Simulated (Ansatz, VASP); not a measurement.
# Hf3BeCl3: VASP beside Ansatz

The input INCAR:

```
  PREC = Accurate
  ENCUT = 600
  EDIFF = 1E-6
  ISMEAR = 0
  SIGMA = 0.1
  LREAL = False
  LASPH = True
  NELM = 100
  ALGO = Normal
  ISIF = 3
  LWAVE = False
  LCHARG = False
  GGA = PE
  IBRION = 2
  NSW = 100
  EDIFFG = -0.01
```

KPOINTS

```
Automatic mesh
0
Gamma
  8 8 8
```

Contents of POSCAR:

```
Hf3BeCl3
1.0
    5.1072088816      0.0000000000      0.0000000000
    0.0000000000      5.1072088816      0.0000000000
    0.0000000000      0.0000000000      5.1072088816
Hf Be Cl
3 1 3
Direct
    0.5000000000      0.5000000000      0.0000000000
    0.0000000000      0.5000000000      0.5000000000
    0.5000000000      0.0000000000      0.5000000000
    0.5000000000      0.5000000000      0.5000000000
    0.5000000000      0.0000000000      0.0000000000
    0.0000000000      0.5000000000      0.0000000000
    0.0000000000      0.0000000000      0.5000000000
```

Input for Ansatz:

```yaml
crystal:
  lattice:
    - [5.1072088816, 0.0, 0.0]
    - [0.0, 5.1072088816, 0.0]
    - [0.0, 0.0, 5.1072088816]
  atoms:
    - { symbol: Hf, position: [0.5, 0.5, 0.0] }
    - { symbol: Hf, position: [0.0, 0.5, 0.5] }
    - { symbol: Hf, position: [0.5, 0.0, 0.5] }
    - { symbol: Be, position: [0.5, 0.5, 0.5] }
    - { symbol: Cl, position: [0.5, 0.0, 0.0] }
    - { symbol: Cl, position: [0.0, 0.5, 0.0] }
    - { symbol: Cl, position: [0.0, 0.0, 0.5] }
basis:
  ecutwfc: 420
kpoints:
  mp_grid: { grid: [8, 8, 8] }
hamiltonian:
  xc: pbe
scf:
  occupations: { method: gaussian, width: 0.1 }
output:
  forces: true
  stress: true
  eigenvalues: true
  write_density: true
  write_potential: true
  elf: true
  volumetric_format: npy
relax:
  adjacent_minimum: "off"
  f_tol: 0.01
  max_steps: 80
  cell: { stress_tol: 0.05 }
```

Change from the starting cell: species swapped into the La3GaBr3 type (Pm-3m, No. 221).

Alike in both runs: task relaxation of cell and atoms; functional PBE; k mesh 8 × 8 × 8; occupations gaussian, width 0.1 eV; no spin polarisation.

|  | VASP | Ansatz |
| --- | --- | --- |
| version | VASP 6.6.1 | Ansatz 0.2.0 |
| potentials or method | VASP PAW PBE potentials, release 64 (Hf_pv, Be, Cl), cutoff 600 eV | scalar-relativistic, plane waves, PAW |
| valence electrons in the cell | 53 | 101 |

VASP gave:

| Item | Value |
| --- | --- |
| gap on the k mesh at the Fermi level, each at its own relaxed structure (eV) | none |
| relaxed volume (Å³/atom) | 18.91 |
| relaxed length of the cell vector where the two differ most in proportion (Å) | 5.096 |

Task: Which values does Ansatz return?

Result: gap on the k mesh at the Fermi level, each at its own relaxed structure (eV): none; relaxed volume (Å³/atom): 19.00; relaxed length of the cell vector where the two differ most in proportion (Å): 5.104.

A gap of «none» marks a metal or a gap that the smearing closes. VASP's potentials hold 53 valence electrons a cell and Ansatz's 101, so a difference there can come from the potentials and not from the codes.

Neither program's run includes spin-orbit coupling.
